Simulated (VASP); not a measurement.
# Zn3Bi in VASP: single point with PBE

Aim: the single point of Zn3Bi with PBE.

Program: VASP 6.6.1. These are calculated values, not measurements. Logs are shortened: lines on timing, memory, paths and dates and some standing lists are left out, and cuts for length are marked.

**1. The cell of the first run**

The typed cell holds 8 atoms: a = 6.554 Å, b = 6.554 Å, c = 3.741 Å, α = 90.00°, β = 90.00°, γ = 120.00°.

**2. Single point, PBE**

Input file POSCAR:

```
Zn3Bi
1.0
    6.5542640000      0.0000000000      0.0000000000
   -3.2771320000      5.6761600000      0.0000000000
    0.0000000000      0.0000000000      3.7414890000
Zn Bi
6 2
Direct
    0.3877000000      0.3019000000      0.2500000000
    0.0858000000      0.3877000000      0.7500000000
    0.6981000000      0.0858000000      0.2500000000
    0.6123000000      0.6981000000      0.7500000000
    0.9142000000      0.6123000000      0.2500000000
    0.3019000000      0.9142000000      0.7500000000
    0.3333000000      0.6667000000      0.2500000000
    0.6666000000      0.3333000000      0.7500000000
```

Input file INCAR.step1:

```
PREC     = Accurate       # precision mode
ENCUT    = 400            # plane-wave cutoff, eV
EDIFF    = 1E-6           # SCF threshold, eV
ISMEAR   = -1             # smearing method
SIGMA    = 0.0127         # smearing width, eV
LREAL    = F              # projectors in reciprocal space
LASPH    = T              # aspherical terms in the spheres
NELM     = 120            # most SCF steps
ALGO     = Normal         # electronic algorithm
ISIF     = 2              # what is computed and relaxed
LWAVE    = F              # write WAVECAR
LCHARG   = T              # write CHGCAR
GGA      = PE             # functional
NBANDS   = 61             # bands
GGA_COMPAT= F            
NEDOS    = 2001           # points of the DOS
LORBIT   = 11             # projections on sites
KPAR     = 4
```

Input file KPOINTS.step1:

```
regular mesh
0
Gamma
  6 6 9
```

Input file INCAR.step2:

```
PREC     = Accurate       # precision mode
ENCUT    = 400            # plane-wave cutoff, eV
EDIFF    = 1E-6           # SCF threshold, eV
ISMEAR   = -5             # smearing method
SIGMA    = 0.0127         # smearing width, eV
LREAL    = F              # projectors in reciprocal space
LASPH    = T              # aspherical terms in the spheres
NELM     = 120            # most SCF steps
ALGO     = Normal         # electronic algorithm
ISIF     = 2              # what is computed and relaxed
LWAVE    = F              # write WAVECAR
LCHARG   = F              # write CHGCAR
GGA      = PE             # functional
LORBIT   = 11             # projections on sites
NBANDS   = 61             # bands
NEDOS    = 1001           # points of the DOS
ICHARG   = 11             # starting density
GGA_COMPAT= F            
KPAR     = 4
```

Input file KPOINTS.step2:

```
regular mesh
0
Gamma
  9 9 14
```

Potentials or basis: VASP PAW PBE potentials, release 64 (Zn, Bi_d).

Launch:

```bash
> cat potpaw_PBE.64/Zn/POTCAR potpaw_PBE.64/Bi_d/POTCAR > POTCAR
> cp INCAR.step1 INCAR
> cp KPOINTS.step1 KPOINTS
> mpirun -np 4 vasp_std > vasp.out
> cp INCAR.step2 INCAR
> cp KPOINTS.step2 KPOINTS
> mpirun -np 4 vasp_std > vasp.out
```

OUTCAR:

```text
PREC = Accurate
   ENCUT = 400
   EDIFF = 1E-6
   ISMEAR = -5
   LREAL = F
   LASPH = T
   NELM = 120
   ISIF = 2
   GGA = PE
   LORBIT = 11
   ICHARG = 11

 ion  position               nearest neighbor table
   1  0.388  0.302  0.250-   8 2.55   8 2.55   7 2.59   4 2.93   4 2.93   2 2.97   2 2.97   6 2.97
                             6 2.97   3 3.00   5 3.00
   2  0.086  0.388  0.750-   7 2.55   7 2.55   8 2.59   5 2.93   5 2.93   1 2.97   1 2.97   3 2.97
                             3 2.97   4 3.00   6 3.00
   3  0.698  0.086  0.250-   8 2.55   8 2.55   7 2.59   6 2.93   6 2.93   2 2.97   2 2.97   4 2.97
                             4 2.97   1 3.00   5 3.00
   4  0.612  0.698  0.750-   7 2.55   7 2.55   8 2.59   1 2.93   1 2.93   5 2.97   5 2.97   3 2.97
                             3 2.97   6 3.00   2 3.00
   5  0.914  0.612  0.250-   8 2.55   8 2.55   7 2.59   2 2.93   2 2.93   4 2.97   4 2.97   6 2.97
                             6 2.97   1 3.00   3 3.00
   6  0.302  0.914  0.750-   7 2.55   7 2.55   8 2.59   3 2.93   3 2.93   5 2.97   5 2.97   1 2.97
                             1 2.97   4 3.00   2 3.00
   7  0.333  0.667  0.250-   6 2.55   6 2.55   2 2.55   2 2.55   4 2.55   4 2.55   5 2.59   3 2.59
                             1 2.59
   8  0.667  0.333  0.750-   1 2.55   1 2.55   3 2.55   3 2.55   5 2.55   5 2.55   6 2.59   4 2.59
                             2 2.59

  LATTYP: Found a hexagonal cell.
 ALAT       =     6.5542640000
 C/A-ratio  =     0.5708480769

  Lattice vectors:

 A1 = (   6.5542640000,   0.0000000000,   0.0000000000)
 A2 = (  -3.2771320000,   5.6761600000,   0.0000000000)
 A3 = (   0.0000000000,   0.0000000000,   3.7414890000)

Analysis of symmetry for initial positions (statically):
=====================================================================
 Subroutine PRICEL returns:
 Original cell was already a primitive cell.

 Routine SETGRP: Setting up the symmetry group for a
 hexagonal supercell.

 Subroutine GETGRP returns: Found  2 space group operations
 (whereof  1 operations were pure point group operations)
 out of a pool of 24 trial point group operations.

The static configuration has the point symmetry C_1 .
 The point group associated with its full space group is C_1h.

Analysis of symmetry for dynamics (positions and initial velocities):
=====================================================================
 Subroutine PRICEL returns:
 Original cell was already a primitive cell.

[... 140 lines left out ...]
   IMIX   =      4    mixing-type and parameters
     AMIX     =   0.40;   BMIX     =  1.00
     AMIX_MAG =   1.60;   BMIX_MAG =  1.00
  volume/ion in A,a.u.               =      17.40       117.42
  Fermi-wavevector in a.u.,A,eV,Ry     =   1.475935  2.789113 29.638713  2.178384
  Thomas-Fermi vector in A             =   2.590523
   LORBIT       =     11    0 simple, 1 ext, 2 COOP (PROOUT), +10 PAW based schemes
   GGA     = PE    functional components
   LHFCALC =     F    Hartree Fock is set to
   AEXX    =    0.0000 exact exchange contribution
   IVDW    =     0    specifies the selected vdW correction
   LEPSILON=     F    determine dielectric tensor
   LRPA    =     F    only Hartree local field effects (RPA)
 non-spin polarized calculation
 Fermi weights with tetrahedron method with Bloechl corrections
  energy-cutoff  :      400.00
  volume of cell :      139.19
 maximum number of plane-waves:      2568
 NGX is ok and might be reduce to    48

 number of electron     102.0000201 magnetization

 Free energy of the ion-electron system (eV)
  ---------------------------------------------------
  ext. energy  EPLUGINS =         0.00000000
  ---------------------------------------------------
  free energy    TOTEN  =        -5.27078094 eV

  energy without entropy =       -5.27078094  energy(sigma->0) =       -5.27078094

 E-fermi :   6.1211     XC(G=0): -11.3484

 val. band max:        6.2304098220   @ k =   0.4444   0.1111   0.1429
 cond. band min:       5.9960122625   @ k =   0.4444  -0.0000   0.2143
 fundamental gap:     -0.2343975595
 Fermi energy:         6.1210579074

 k-point     1 :       0.0000    0.0000    0.0000
  band No.  band energies     occupation
      1     -17.7013      2.00000
      2     -17.6884      2.00000
      3     -17.6549      2.00000
      4     -17.6549      2.00000
      5     -17.6373      2.00000
      6     -17.6372      2.00000
[... 1525 lines left out ...]
     60      11.5783      0.00000
     61      12.0445      0.00000

 [... further k-points ...]

------------------------ aborting loop because EDIFF is reached ----------------------------------------

  FORCE on cell =-STRESS in cart. coord.  units (eV):
  Direction    XX          YY          ZZ          XY          YZ          ZX
  --------------------------------------------------------------------------------------
  -------------------------------------------------------------------------------------
  Total       30.5232017     30.5465577     35.3176906     -0.0018184      0.0000000      0.0000000
  in kB      351.3319421    351.6007775    406.5180629     -0.0209300      0.0000000      0.0000000
  external PRESSURE =     369.8169275 kB  Pullay stress =       0.0000000 kB

 VOLUME and BASIS-vectors are now :
 -----------------------------------------------------------------------------
  energy-cutoff  :      400.00
  volume of cell :      139.19
      direct lattice vectors                 reciprocal lattice vectors
     6.554264000  0.000000000  0.000000000     0.152572432  0.088087721  0.000000000
    -3.277132000  5.676160000  0.000000000     0.000000000  0.176175443  0.000000000
     0.000000000  0.000000000  3.741489000     0.000000000  0.000000000  0.267273270

 POSITION                                       TOTAL-FORCE (eV/Angst)
 -----------------------------------------------------------------------------------
      1.55172      1.71363      0.93537        -2.194823     -2.027052      0.000000
     -0.70819      2.20065      2.80612         0.660314     -2.913601      0.000000
      4.29435      0.48701      0.93537         2.852984     -0.884138      0.000000
      1.72541      3.96253      2.80612         2.190176      2.030412      0.000000
      3.98532      3.47551      0.93537        -0.663090      2.910378      0.000000
     -1.01722      5.18915      2.80612        -2.854108      0.884100      0.000000
     -0.00033      3.78430      0.93537         0.003793     -0.000935      0.000000
      3.27680      1.89186      2.80612         0.004752      0.000836      0.000000
 -----------------------------------------------------------------------------------
    total drift:                               -0.000079     -0.000060      0.000000

  FREE ENERGIE OF THE ION-ELECTRON SYSTEM (eV)
  ---------------------------------------------------
  free  energy   TOTEN  =        -5.2707809424 eV

  energy  without entropy=       -5.2707809424  energy(sigma->0) =       -5.27078094

 total charge

# of ion       s       p       d       tot
------------------------------------------
    1        0.693   0.440   9.762  10.895
    2        0.693   0.440   9.762  10.895
    3        0.693   0.440   9.762  10.895
    4        0.693   0.440   9.762  10.895
    5        0.693   0.440   9.762  10.895
    6        0.694   0.440   9.762  10.896
    7        1.473   1.835  10.041  13.349
    8        1.473   1.835  10.041  13.350
--------------------------------------------------
tot          7.106   6.309  78.657  92.071
```

OUTCAR.step1:

```text
PREC = Accurate
   ENCUT = 400
   EDIFF = 1E-6
   ISMEAR = -1
   LREAL = F
   LASPH = T
   NELM = 120
   ISIF = 2
   GGA = PE
   LORBIT = 11

[... 1795 lines left out ...]
  free  energy   TOTEN  =        -5.2532202948 eV

  energy  without entropy=       -5.2505325042  energy(sigma->0) =       -5.25187640

 total charge

# of ion       s       p       d       tot
------------------------------------------
    1        0.693   0.441   9.762  10.896
    2        0.693   0.440   9.762  10.896
    3        0.693   0.441   9.762  10.896
    4        0.693   0.441   9.762  10.896
    5        0.693   0.441   9.762  10.896
    6        0.693   0.441   9.762  10.896
    7        1.471   1.833  10.041  13.346
    8        1.471   1.833  10.041  13.346
--------------------------------------------------
tot          7.101   6.310  78.655  92.065
```

It took 3.4 min on 4 MPI ranks of Intel Xeon 6975P-C (Granite Rapids), shared host; peak memory 1.3 GiB.

Results:

```yaml
Valence_electrons_inside_the_program's_atomic_spheres: Zn 10.89, 10.90 (each value once); Bi 13.35
```

Levels at points of the mesh, in eV from the Fermi level:
```tsv
k point	band 47	band 48	band 49	band 50	band 51	band 52	band 53	band 54	band 55	band 56
(0.00, 0.00, 0.00)	-3.66	-2.57	0.57	0.58	1.95	1.95	2.07	3.77	3.77	4.37
(0.00, 0.00, 0.50)	-4.64	-4.64	-1.88	-1.88	-1.88	-1.88	-0.46	-0.46	5.52	5.52
```

Caveat: spin-orbit coupling is left out, which moves the levels of the heavy elements.
